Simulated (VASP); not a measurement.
Input of a VASP 6.6.1 run:

The input INCAR:

```
PREC = Accurate ; ENCUT = 520
EDIFF = 1E-6 ; ISMEAR = 0
SIGMA = 0.2 ; LREAL = False
LASPH = True ; NELM = 80
ALGO = Normal ; ISIF = 2
LWAVE = False ; LCHARG = False
GGA = PE ; NBANDS = 30
```

Contents of KPOINTS:

```
regular mesh
0
Gamma
  6 6 6
```

Contents of POSCAR:

```
TaAl3N4
1.0
    4.2188736479      0.0001069890      0.0007550983
    0.0001053946      4.2222375803     -0.0004780715
    0.0007517816     -0.0004787716      4.2218277506
Ta Al N
1 3 4
Direct
    0.5000003111      0.5000014592      0.4999952797
   -0.0000048669      0.4999910378      0.0000004460
   -0.0000125813      0.0000032410      0.5000182451
    0.4999978303     -0.0000063496      0.0000112547
    0.5000121858      0.0000051348      0.4999871877
    0.0000012096      0.0000044095     -0.0000066865
    0.5000076351      0.5000035750     -0.0000028538
   -0.0000017236      0.4999974920      0.4999971270
```

Potentials or basis: VASP PAW PBE potentials, release 64 (Ta_pv, Al, N).

The run is started by

```bash
$ cat potpaw_PBE.64/Ta_pv/POTCAR potpaw_PBE.64/Al/POTCAR potpaw_PBE.64/N/POTCAR > POTCAR
$ mpirun -np 1 vasp_std > vasp.out
```

(1) Estimate the band gap on the k mesh.

(2) What does it give for the pressure?

## Answers

(1) zero (bands 20 and 21 overlap by 4.13 eV).

(2) 0.2 GPa.

Caveat: spin-orbit coupling is left out, which moves the levels of the heavy elements.
